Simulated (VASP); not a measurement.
Input of a VASP 6.6.1 run:

INCAR

```
PREC     = Accurate       # precision mode
ENCUT    = 520            # plane-wave cutoff, eV
EDIFF    = 1E-8           # SCF threshold, eV
ISMEAR   = -1             # smearing method
SIGMA    = 0.02           # smearing width, eV
LREAL    = F              # projectors in reciprocal space
LASPH    = T              # aspherical terms in the spheres
NELM     = 120            # most SCF steps
ALGO     = Normal         # electronic algorithm
ISIF     = 2              # what is computed and relaxed
LWAVE    = F              # write WAVECAR
LCHARG   = F              # write CHGCAR
GGA      = PE             # functional
LEFG     = T            
NBANDS   = 11             # bands
GGA_COMPAT= F
```

File KPOINTS:

```
regular mesh
0
Gamma
  8 8 8
```

The input POSCAR:

```
MgSe
1.0
    0.0000000000      2.7072075025      2.7072075025
    2.7072075025      0.0000000000      2.7072075025
    2.7072075025      2.7072075025      0.0000000000
Mg Se
1 1
Direct
    0.0000000000      0.0000000000      0.0000000000
    0.5000000000      0.5000000000      0.5000000000
```

Potentials or basis: VASP PAW PBE potentials, release 64 (Mg, Se).

Run with:

```console
$ cat potpaw_PBE.64/Mg/POTCAR potpaw_PBE.64/Se/POTCAR > POTCAR
$ mpirun -np 1 vasp_std > vasp.out
```

Estimate the band gap on the k mesh.

1.84 eV, indirect (least direct gap 2.74 eV).

What does it give for the pressure?

3.4 GPa.

Caveat: without QUAD_EFG the Cq values of the log hold for a quadrupole moment of 1 mb, not for the nuclei. A k mesh can miss the band edges.
